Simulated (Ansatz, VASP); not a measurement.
**One calculation of Sn, two programs**

INCAR

```
PREC = Accurate
ENCUT = 520
EDIFF = 1E-6
ISMEAR = 0
SIGMA = 0.1
LREAL = False
LASPH = True
NELM = 60
ALGO = Fast
ISIF = 2
LWAVE = False
LCHARG = False
GGA = PE
NBANDS = 51
```

Contents of KPOINTS:

```
regular mesh
0
Gamma
  12 12 4
```

POSCAR

```
Sn
1.0
    4.7055477934      0.0000000000      0.0000000000
   -2.3527738967      4.0751239278      0.0000000000
    0.0000000000      0.0000000000     11.5261910541
Sn
6
Direct
    0.6666666667      0.3333333333      0.1666666667
    0.3333333333      0.6666666667      0.0833333333
    0.3333333333      0.6666666667      0.8333333333
    0.6666666667      0.3333333333      0.4166666667
    0.0000000000      1.0000000000      0.7500000000
    0.0000000000      1.0000000000      0.5000000000
```

Input for Ansatz:

```yaml
crystal:
  lattice:
    - [4.7055477934, 0.0, 0.0]
    - [-2.3527738967, 4.0751239278, 0.0]
    - [0.0, 0.0, 11.5261910541]
  atoms:
    - { symbol: Sn, position: [0.6666666667, 0.3333333333, 0.1666666667] }
    - { symbol: Sn, position: [0.3333333333, 0.6666666667, 0.0833333333] }
    - { symbol: Sn, position: [0.3333333333, 0.6666666667, 0.8333333333] }
    - { symbol: Sn, position: [0.6666666667, 0.3333333333, 0.4166666667] }
    - { symbol: Sn, position: [0.0, 1.0, 0.75] }
    - { symbol: Sn, position: [0.0, 1.0, 0.5] }
basis:
  ecutwfc: 420
kpoints:
  mp_grid: { grid: [12, 12, 4] }
hamiltonian:
  xc: pbe
scf:
  occupations: { method: gaussian, width: 0.1 }
output:
  forces: true
  stress: true
  eigenvalues: true
```

Alike in both runs: task single point; functional PBE; k mesh 12 × 12 × 4; occupations gaussian, width 0.1 eV; no spin polarisation.

|  | VASP | Ansatz |
| --- | --- | --- |
| version | VASP 6.6.1 | Ansatz 0.2.0 |
| potentials or method | VASP PAW PBE potentials, release 64 (Sn_d), cutoff 520 eV | scalar-relativistic, plane waves, PAW |
| valence electrons in the cell | 84 | 84 |

|  | VASP | Ansatz | Ansatz less VASP |
| --- | --- | --- | --- |
| gap on the k mesh at the Fermi level (eV) | none | none | - |
| pressure (GPa) | 0.0 | 0.0 | +0.03 |

A gap of «none» marks a metal or a gap that the smearing closes.
